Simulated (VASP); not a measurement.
# AlRu (P4/mmm) in VASP: notebook

The runs below take AlRu through single point, with PBEsol.

Program: VASP 6.6.1. These are calculated values, not measurements. Logs are shortened: lines on timing, memory, paths and dates and some standing lists are left out, and cuts for length are marked.

## Step 1: The cell of the first run

The structure is tetragonal, space group P4/mmm (No. 123). The conventional cell has a = 3.110 Å, b = 3.110 Å, c = 2.868 Å, α = 90.00°, β = 90.00°, γ = 90.00°. Within 3.5 Å of Al (site symmetry 4/mmm) lie 8 Ru at 2.63 Å and 6 Al at 2.87 to 3.11 Å. Ru (site symmetry 4/mmm) has 8 Al at 2.63 Å and 6 Ru at 2.87 to 3.11 Å within 3.5 Å.

## Step 2: Single point, PBEsol (biaxial strain in the a-b plane: +4.5 %, then relaxed in part)

INCAR reads:

```
SYSTEM = AlRu
ALGO = Fast
EDIFF = 1E-7
ENCUT = 520
GGA = PS
ISIF = 2
ISMEAR = 0
LASPH = .True.
LCHARG = .True.
LELF = .True.
LREAL = .False.
LVHAR = .True.
LWAVE = .False.
NBANDS = 16
NELM = 100
PREC = Accurate
SIGMA = 0.1
```

KPOINTS reads:

```
k-points
0
Gamma
  18 18 18
  0 0 0
```

POSCAR reads:

```
AlRu
1.0
    3.1102486048      0.0000000000      0.0000000000
    0.0000000000      3.1102486048      0.0000000000
    0.0000000000      0.0000000000      2.8678278172
Al Ru
1 1
Direct
    0.0000000000      0.0000000000      0.0000000000
    0.5000000000      0.5000000000      0.5000000000
```

Potentials or basis: VASP PAW PBE potentials, release 64 (Al, Ru_pv).

The run is started by

```sh
$ cat potpaw_PBE.64/Al/POTCAR potpaw_PBE.64/Ru_pv/POTCAR > POTCAR
$ mpirun -np 1 vasp_std > vasp.out
```

OUTCAR:

```text
SYSTEM = AlRu
   EDIFF = 1E-7
   ENCUT = 520
   GGA = PS
   ISIF = 2
   ISMEAR = 0
   LASPH = .True.
   LREAL = .False.
   NELM = 100
   PREC = Accurate

 ion  position               nearest neighbor table
   1  0.000  0.000  0.000-   2 2.63   2 2.63   2 2.63   2 2.63   2 2.63   2 2.63   2 2.63   2 2.63

   2  0.500  0.500  0.500-   1 2.63   1 2.63   1 2.63   1 2.63   1 2.63   1 2.63   1 2.63   1 2.63

  LATTYP: Found a simple tetragonal cell.
 ALAT       =     3.1102486048
 C/A-ratio  =     0.9220574242

  Lattice vectors:

 A1 = (   3.1102486048,   0.0000000000,   0.0000000000)
 A2 = (   0.0000000000,   3.1102486048,   0.0000000000)
 A3 = (   0.0000000000,   0.0000000000,   2.8678278172)

Analysis of symmetry for initial positions (statically):
=====================================================================
 Subroutine PRICEL returns:
 Original cell was already a primitive cell.

 Routine SETGRP: Setting up the symmetry group for a
 simple tetragonal supercell.

 Subroutine GETGRP returns: Found 16 space group operations
 (whereof 16 operations were pure point group operations)
 out of a pool of 16 trial point group operations.

The static configuration has the point symmetry D_4h.

Analysis of symmetry for dynamics (positions and initial velocities):
=====================================================================
 Subroutine PRICEL returns:
 Original cell was already a primitive cell.

 Routine SETGRP: Setting up the symmetry group for a
 simple tetragonal supercell.

 Subroutine GETGRP returns: Found 16 space group operations
 (whereof 16 operations were pure point group operations)
 out of a pool of 16 trial point group operations.

The dynamic configuration has the point symmetry D_4h.

 Subroutine INISYM returns: Found 16 space group operations
 (whereof 16 operations are pure point group operations),
 and found     1 'primitive' translations

----------------------------------------------------------------------------------------

                                     Primitive cell

  volume of cell :      27.7424

  direct lattice vectors                    reciprocal lattice vectors
     3.110248605  0.000000000  0.000000000     0.321517707  0.000000000  0.000000000
     0.000000000  3.110248605  0.000000000     0.000000000  0.321517707  0.000000000
     0.000000000  0.000000000  2.867827817     0.000000000  0.000000000  0.348695969

  length of vectors
     3.110248605  3.110248605  2.867827817     0.321517707  0.321517707  0.348695969

  position of ions in fractional coordinates (direct lattice)
     0.000000000  0.000000000  0.000000000
     0.500000000  0.500000000  0.500000000

  ion indices of the primitive-cell ions
   primitive index   ion index
                 1           1
                 2           2

----------------------------------------------------------------------------------------

 KPOINTS: k-points

Automatic generation of k-mesh.
 Grid dimensions read from file:
 generate k-points for:   18   18   18

 Generating k-lattice:

  Cartesian coordinates                     Fractional coordinates (reciprocal lattice)
     0.017862095  0.000000000  0.000000000     0.055555556  0.000000000  0.000000000
     0.000000000  0.017862095  0.000000000     0.000000000  0.055555556  0.000000000
     0.000000000  0.000000000  0.019371998     0.000000000  0.000000000  0.055555556

  Length of vectors
     0.017862095  0.017862095  0.019371998

  Shift w.r.t. Gamma in fractional coordinates (k-lattice)
     0.000000000  0.000000000  0.000000000

 Subroutine IBZKPT returns following result:
 ===========================================

 Found    550 irreducible k-points:

 Following reciprocal coordinates:
            Coordinates               Weight
  0.000000  0.000000  0.000000      1.000000
  0.055556  0.000000  0.000000      4.000000
  0.111111  0.000000  0.000000      4.000000
  0.166667  0.000000  0.000000      4.000000
  0.222222  0.000000  0.000000      4.000000
  0.277778  0.000000  0.000000      4.000000
[... 16 lines left out ...]
  0.277778  0.111111  0.000000      8.000000
  0.333333  0.111111  0.000000      8.000000
 [... further k-points ...]
   k-points           NKPTS =    550   k-points in BZ     NKDIM =    550   number of bands    NBANDS=     16
   number of dos      NEDOS =    301   number of ions     NIONS =      2
   total plane-waves  NPLWV =  13824
   dimension x,y,z NGX =    24 NGY =   24 NGZ =   24
   dimension x,y,z NGXF=    48 NGYF=   48 NGZF=   48
   ions per type =               1   1
   NGX,Y,Z   is equivalent  to a cutoff of  12.83, 12.83, 13.91 a.u.
   NGXF,Y,Z  is equivalent  to a cutoff of  25.66, 25.66, 27.83 a.u.
 SYSTEM =  AlRu
   PREC   = accura    normal or accurate (medium, high low for compatibility)
   ISTART =      0    job   : 0-new  1-cont  2-samecut
   ICHARG =      2    charge: 1-file 2-atom 10-const
   ISPIN  =      1    spin polarized calculation?
   LNONCOLLINEAR =      F non collinear calculations
   LSORBIT =      F    spin-orbit coupling
   LASPH  =      T    aspherical Exc in radial PAW
   ENCUT  =  520.0 eV  38.22 Ry    6.18 a.u.   5.78  5.78  5.33*2*pi/ulx,y,z
   NELM   =    100;   NELMIN=  2; NELMDL= -5     # of ELM steps
   EDIFF  = 0.1E-06   stopping-criterion for ELM
   LREAL  =      F    real-space projection
   EDIFFG = 0.1E-05   stopping-criterion for IOM
   NSW    =      0    number of steps for IOM
   IBRION =     -1    ionic relax: 0-MD 1-quasi-New 2-CG
   NFREE  =      0    steps in history (QN), initial steepest desc. (CG)
   ISIF   =      2    stress and relaxation
   ISYM   =      2    0-nonsym 1-usesym 2-fastsym
   POTIM  = 0.5000    time-step for ionic-motion
   TEBEG  =    0.0;   TEEND  =   0.0 temperature during run
   PSTRESS=    0.0 pullay stress
   NELECT =      17.0000    total number of electrons
   NUPDOWN=      -1.0000    fix difference up-down
   EMIN   =  10.00;   EMAX   =-10.00  energy-range for DOS
   EFERMI =   0.00;   METHOD = LEGACY
   ISMEAR =     0;   SIGMA  =   0.10  broadening in eV -4-tet -1-fermi 0-gaus
   EFERMI_NEDOS =   21; number of points for ismear=-14 and -15
   IALGO  =     68    algorithm
   IMIX   =      4    mixing-type and parameters
     AMIX     =   0.40;   BMIX     =  1.00
     AMIX_MAG =   1.60;   BMIX_MAG =  1.00
  volume/ion in A,a.u.               =      13.87        93.61
  Fermi-wavevector in a.u.,A,eV,Ry     =   1.390518  2.627699 26.307425  1.933541
  Thomas-Fermi vector in A             =   2.514446
   LORBIT       =      0    0 simple, 1 ext, 2 COOP (PROOUT), +10 PAW based schemes
   GGA     = PS    functional components
   LHFCALC =     F    Hartree Fock is set to
   AEXX    =    0.0000 exact exchange contribution
   IVDW    =     0    specifies the selected vdW correction
   LEPSILON=     F    determine dielectric tensor
   LRPA    =     F    only Hartree local field effects (RPA)
 non-spin polarized calculation
 RMM-DIIS sequential band-by-band and
 Gauss-broadening in eV      SIGMA  =   0.10
  energy-cutoff  :      520.00
  volume of cell :       27.74
 maximum number of plane-waves:       766
 NGX is ok and might be reduce to    24
   NGX = 11   NGY = 11   NGZ = 11

 number of electron      17.0000002 magnetization

 Free energy of the ion-electron system (eV)
  ---------------------------------------------------
  ext. energy  EPLUGINS =         0.00000000
  ---------------------------------------------------
  free energy    TOTEN  =       -15.41780064 eV

  energy without entropy =      -15.40986132  energy(sigma->0) =      -15.41383098

 E-fermi :  10.1590     XC(G=0): -12.5042

 val. band max:       10.1540463488   @ k =   0.5000   0.2222   0.0000
 cond. band min:      10.1597755387   @ k =   0.2778   0.1667   0.0556
 fundamental gap:      0.0057291900
 Fermi energy:        10.1590108474

 k-point     1 :       0.0000    0.0000    0.0000
  band No.  band energies     occupation
      1     -31.6229      2.00000
      2     -31.6229      2.00000
      3     -31.5160      2.00000
      4       0.6210      2.00000
      5       6.6805      2.00000
      6       6.6857      2.00000
[... 8 lines left out ...]
     15      22.1113      0.00000
     16      24.7925      0.00000

 k-point     2 :       0.0556    0.0000    0.0000
  band No.  band energies     occupation
      1     -31.6272      2.00000
      2     -31.6225      2.00000
      3     -31.5157      2.00000
      4       0.6759      2.00000
      5       6.6927      2.00000
      6       6.7018      2.00000
[... 8 lines left out ...]
     15      22.1113      0.00000
     16      24.8966      0.00000

 k-point     3 :       0.1111    0.0000    0.0000
  band No.  band energies     occupation
      1     -31.6395      2.00000
      2     -31.6215      2.00000
      3     -31.5148      2.00000
      4       0.8393      2.00000
      5       6.7144      2.00000
      6       6.7540      2.00000
[... 8 lines left out ...]
     15      22.1115      0.00000
     16      25.2543      0.00000

 k-point     4 :       0.1667    0.0000    0.0000
  band No.  band energies     occupation
      1     -31.6584      2.00000
      2     -31.6199      2.00000
      3     -31.5133      2.00000
      4       1.1072      2.00000
      5       6.7204      2.00000
      6       6.8348      2.00000
[... 8 lines left out ...]
     15      22.2162      0.00000
     16      25.9544      0.00000

 k-point     5 :       0.2222    0.0000    0.0000
  band No.  band energies     occupation
      1     -31.6814      2.00000
      2     -31.6180      2.00000
      3     -31.5116      2.00000
      4       1.4732      2.00000
      5       6.6638      2.00000
      6       6.9353      2.00000
[... 8 lines left out ...]
     15      22.6330      0.00000
     16      25.9561      0.00000

 k-point     6 :       0.2778    0.0000    0.0000
  band No.  band energies     occupation
      1     -31.7059      2.00000
      2     -31.6159      2.00000
      3     -31.5098      2.00000
      4       1.9287      2.00000
      5       6.4861      2.00000
      6       7.0453      2.00000
[... 8 lines left out ...]
     15      22.8897      0.00000
     16      24.9578      0.00000

 k-point     7 :       0.3333    0.0000    0.0000
  band No.  band energies     occupation
      1     -31.7288      2.00000
      2     -31.6140      2.00000
      3     -31.5080      2.00000
      4       2.4627      2.00000
      5       6.1461      2.00000
      6       7.1524      2.00000
[... 8 lines left out ...]
     15      23.0268      0.00000
     16      23.9793      0.00000

 k-point     8 :       0.3889    0.0000    0.0000
  band No.  band energies     occupation
      1     -31.7475      2.00000
      2     -31.6124      2.00000
      3     -31.5066      2.00000
      4       3.0618      2.00000
      5       5.6494      2.00000
      6       7.2429      2.00000
[... 8 lines left out ...]
     15      23.0762      0.00000
     16      24.7390      0.00000

 k-point     9 :       0.4444    0.0000    0.0000
  band No.  band energies     occupation
      1     -31.7596      2.00000
      2     -31.6114      2.00000
      3     -31.5057      2.00000
      4       3.7084      2.00000
      5       5.0421      2.00000
      6       7.3037      2.00000
[... 8 lines left out ...]
     15      23.0786      0.00000
     16      23.8681      0.00000
[... 172 lines left out ...]
 k-point    19 :       0.5000    0.0556    0.0000
  band No.  band energies     occupation
      1     -31.7633      2.00000
      2     -31.6151      2.00000
      3     -31.5051      2.00000
      4       4.3909      2.00000
      5       4.4203      2.00000
      6       7.3478      2.00000
[... 8 lines left out ...]
     15      23.2757      0.00000
     16      23.3760      0.00000

 k-point    20 :       0.1111    0.1111    0.0000
  band No.  band energies     occupation
      1     -31.6387      2.00000
      2     -31.6374      2.00000
      3     -31.5135      2.00000
      4       1.0532      2.00000
      5       6.7776      2.00000
      6       6.8053      2.00000
[... 8 lines left out ...]
     15      22.1119      0.00000
     16      25.7350      0.00000

 k-point    21 :       0.1667    0.1111    0.0000
  band No.  band energies     occupation
      1     -31.6569      2.00000
      2     -31.6363      2.00000
      3     -31.5121      2.00000
      4       1.3153      2.00000
      5       6.7943      2.00000
      6       6.8880      2.00000
[... 8 lines left out ...]
     15      22.3223      0.00000
     16      26.0898      0.00000

 k-point    22 :       0.2222    0.1111    0.0000
  band No.  band energies     occupation
      1     -31.6798      2.00000
      2     -31.6343      2.00000
      3     -31.5104      2.00000
      4       1.6726      2.00000
      5       6.7418      2.00000
      6       6.9935      2.00000
[... 8 lines left out ...]
     15      22.8831      0.00000
     16      25.1962      0.00000

 k-point    23 :       0.2778    0.1111    0.0000
  band No.  band energies     occupation
      1     -31.7042      2.00000
      2     -31.6321      2.00000
      3     -31.5085      2.00000
      4       2.1158      2.00000
      5       6.5572      2.00000
      6       7.1085      2.00000
[... 8 lines left out ...]
     15      23.3358      0.00000
     16      24.2245      0.00000

 k-point    24 :       0.3333    0.1111    0.0000
  band No.  band energies     occupation
      1     -31.7270      2.00000
      2     -31.6301      2.00000
      3     -31.5068      2.00000
      4       2.6333      2.00000
      5       6.2062      2.00000
      6       7.2218      2.00000
[... 8 lines left out ...]
     15      23.2714      0.00000
     16      23.6721      0.00000

 [... further k-points ...]

------------------------ aborting loop because EDIFF is reached ----------------------------------------

  FORCE on cell =-STRESS in cart. coord.  units (eV):
  Direction    XX          YY          ZZ          XY          YZ          ZX
  --------------------------------------------------------------------------------------
  -------------------------------------------------------------------------------------
  Total       -2.4148138     -2.4148138      0.0070788      0.0000000      0.0000000     -0.0000000
  in kB     -139.4604151   -139.4604151      0.4088178      0.0000000      0.0000000     -0.0000000
  external PRESSURE =     -92.8373375 kB  Pullay stress =       0.0000000 kB

 VOLUME and BASIS-vectors are now :
 -----------------------------------------------------------------------------
  energy-cutoff  :      520.00
  volume of cell :       27.74
      direct lattice vectors                 reciprocal lattice vectors
     3.110248605  0.000000000  0.000000000     0.321517707  0.000000000  0.000000000
     0.000000000  3.110248605  0.000000000     0.000000000  0.321517707  0.000000000
     0.000000000  0.000000000  2.867827817     0.000000000  0.000000000  0.348695969

 POSITION                                       TOTAL-FORCE (eV/Angst)
 -----------------------------------------------------------------------------------
      0.00000      0.00000      0.00000         0.000000      0.000000      0.000000
      1.55512      1.55512      1.43391         0.000000      0.000000      0.000000
 -----------------------------------------------------------------------------------
    total drift:                                0.000000     -0.000000     -0.000000

  FREE ENERGIE OF THE ION-ELECTRON SYSTEM (eV)
  ---------------------------------------------------
  free  energy   TOTEN  =       -15.4178006401 eV

  energy  without entropy=      -15.4098613182  energy(sigma->0) =      -15.41383098
```

Run time: 64 s. Hardware: 1 thread of Intel Xeon 6975P-C (Granite Rapids), shared host; peak memory 0.33 GiB.

What came out:

```yaml
Free_energy: -15.4178 eV
Pressure: -9.3 GPa
Band_gap_on_the_k_mesh: zero (an odd number of electrons rules out a gap without spin polarisation)
```

Caveat: the cell differs from its parent crystal (biaxial strain in the a-b plane: +4.5 %, then relaxed in part); the cell stands under tension; the PAW data sets were made with another functional, which shifts forces and pressure a little.

(Part 1 of 2 ends here.)
